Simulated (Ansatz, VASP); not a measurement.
# Two plane-wave programs on Ta2NbO2

INCAR

```
SYSTEM = Ta2NbO2
ALGO = Normal ; EDIFF = 1E-6
EDIFFG = -0.04 ; ENCUT = 600
GGA = PE ; IBRION = 2
ISIF = 3 ; ISMEAR = 0
LASPH = .True. ; LCHARG = .False.
LREAL = .False. ; LWAVE = .False.
NELM = 80 ; NSW = 90
PREC = Accurate ; SIGMA = 0.1
```

The input KPOINTS:

```
k-points
0
Gamma
  6 6 4
  0 0 0
```

The input POSCAR:

```
Ta2NbO2
1.0
    4.4021493500      0.0000000000      0.0000000000
   -2.2010746700      3.8123731700      0.0000000000
    0.0000000000      0.0000000000      4.7414765200
Ta Nb O
2 1 2
Direct
    0.0000000000      0.0000000000      0.5000000000
    0.0000000000      0.0000000000      0.0000000000
    0.3333333300      0.6666666700      0.0000000000
    0.3333333300      0.6666666700      0.3657937400
    0.3333333300      0.6666666700      0.6342062600
```

Input for Ansatz:

```yaml
crystal:
  lattice:
    - [4.40214935, 0.0, 0.0]
    - [-2.20107467, 3.81237317, 0.0]
    - [0.0, 0.0, 4.74147652]
  atoms:
    - { symbol: Ta, position: [0.0, 0.0, 0.5] }
    - { symbol: Ta, position: [0.0, 0.0, 0.0] }
    - { symbol: Nb, position: [0.33333333, 0.66666667, 0.0] }
    - { symbol: O, position: [0.33333333, 0.66666667, 0.36579374] }
    - { symbol: O, position: [0.33333333, 0.66666667, 0.63420626] }
basis:
  ecutwfc: 420
kpoints:
  mp_grid: { grid: [6, 6, 4] }
hamiltonian:
  xc: pbe
scf:
  occupations: { method: gaussian, width: 0.1 }
  lower_state_search: "off"
output:
  forces: true
  stress: true
  eigenvalues: true
relax:
  adjacent_minimum: "off"
  f_tol: 0.04
  max_steps: 70
  cell: { stress_tol: 0.4 }
```

Alike in both runs: task relaxation of cell and atoms; functional PBE; k mesh 6 × 6 × 4; occupations gaussian, width 0.1 eV; no spin polarisation.

```csv
,VASP,Ansatz
version,VASP 6.6.1,Ansatz 0.2.0
potentials or method,"VASP PAW PBE potentials, release 64 (Ta_pv, Nb_sv, O), cutoff 600 eV","scalar-relativistic, plane waves, PAW"
valence electrons in the cell,47,51
```

Ansatz gave:

```
gap on the k mesh at the Fermi level, each at its own relaxed structure (eV) : none
relaxed volume (Å³/atom)                                                     : 19.09
relaxed cell length with the largest relative difference (Å)                 : 6.089
```

Question: Which values does VASP return?

Answer: gap on the k mesh at the Fermi level, each at its own relaxed structure (eV): none; relaxed volume (Å³/atom): 19.00; relaxed cell length with the largest relative difference (Å): 6.061.

A gap of «none» marks a metal or a gap that the smearing closes. VASP's potentials hold 47 valence electrons a cell and Ansatz's 51, so a difference there can come from the potentials and not from the codes.

Neither program's run includes spin-orbit coupling. Noted on VASP's run: the volume moved by over 15 % at a fixed basis, so the end points are rough.
